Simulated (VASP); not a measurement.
Write the native input for VASP 6.6.1 that does the following.

| Property | Result |
| --- | --- |
| Task | single point |
| Functional | PBE |
| Potentials or basis | VASP PAW PBE potentials, release 64 (W_sv, C) |
| Cutoff | 520 eV |
| k mesh | 3 × 3 × 1 |
| Occupations | fermi-dirac, width 0.1 eV |
| Spin | no spin polarisation |
| Dipole correction | no |
| Further INCAR settings | LREAL = Auto; ALGO = Normal; EDIFF = 1e-06; NBANDS = 128 |

The structure of W12C13 lies in POSCAR:

```
W12C13
1.0
    5.7990000000      0.0000000000      0.0000000000
   -2.8995000000      5.0220810000      0.0000000000
    0.0000000000      0.0000000000     20.0755000000
W C
12 13
Direct
    0.0000000000      0.0000000000      0.0498120097
    0.0006178548     -0.0006553060      0.1923239272
    0.0041658444     -0.0042121981      0.3407301437
    0.0000000498      0.5000000996      0.0498120097
    0.0001847935      0.4985220270      0.1921070459
    0.0042082905      0.4965276347      0.3392389729
    0.5000000000      0.0000000000      0.0498120097
    0.5014763920     -0.0002056916      0.1921059500
    0.5034555875     -0.0042528187      0.3392373291
    0.5000000498      0.5000000996      0.0498120097
    0.5005333779      0.4994447521      0.1894292048
    0.5023855620      0.4975122862      0.3245430002
    0.3333333831      0.1666667662      0.1203009140
    0.3312696365      0.1612114580      0.2598871261
    0.3641243754      0.2049937068      0.4013793430
    0.3333333333      0.6666666667      0.1203009140
    0.3333602663      0.6665911999      0.2595753032
    0.3560371864      0.6438422638      0.3977509402
    0.8333333831      0.1666667662      0.1203009140
    0.8355435836      0.1644218801      0.2636567956
    0.8374769005      0.1625202779      0.3949310852
    0.8333333333      0.6666666667      0.1203009140
    0.8387187218      0.6686845553      0.2598987323
    0.7950015722      0.6358169054      0.4013634032
    1.5244302624      0.4756006524      0.4262588728
```

One way to write it, as run:

INCAR

```
SYSTEM = W12C13
PREC     = Accurate       ! precision mode
ENCUT    = 520            ! plane-wave cutoff, eV
EDIFF    = 1E-6           ! SCF threshold, eV
ISMEAR   = -1             ! smearing method
SIGMA    = 0.1            ! smearing width, eV
LREAL    = Auto         
LASPH    = .True.         ! aspherical terms in the spheres
NELM     = 100            ! most SCF steps
ALGO     = Normal         ! electronic algorithm
ISIF     = 2              ! what is computed and relaxed
LWAVE    = .False.        ! write WAVECAR
LCHARG   = .False.        ! write CHGCAR
GGA      = PE             ! functional
NBANDS   = 128            ! bands
```

KPOINTS

```
Automatic mesh
0
Gamma
  3 3 1
  0 0 0
```

Potentials or basis: VASP PAW PBE potentials, release 64 (W_sv, C).

Launch:

```bash
$ cat potpaw_PBE.64/W_sv/POTCAR potpaw_PBE.64/C/POTCAR > POTCAR
$ mpirun -np 1 vasp_std > vasp.out
```

Results of the run:

```yaml
Largest_force: 2.176 eV/Å
Band_gap_on_the_k_mesh: zero (bands 110 and 111 overlap by 0.70 eV)
```

Caveat: the k points lie up to 0.42 Å⁻¹ apart, too coarse for converged energies and pressures of a metal; spin-orbit coupling is left out, which moves the levels of the heavy elements.

Run time: 12 min on 1 thread of AMD EPYC 9R45 (Zen 5), on a shared host, peak memory 0.77 GiB.
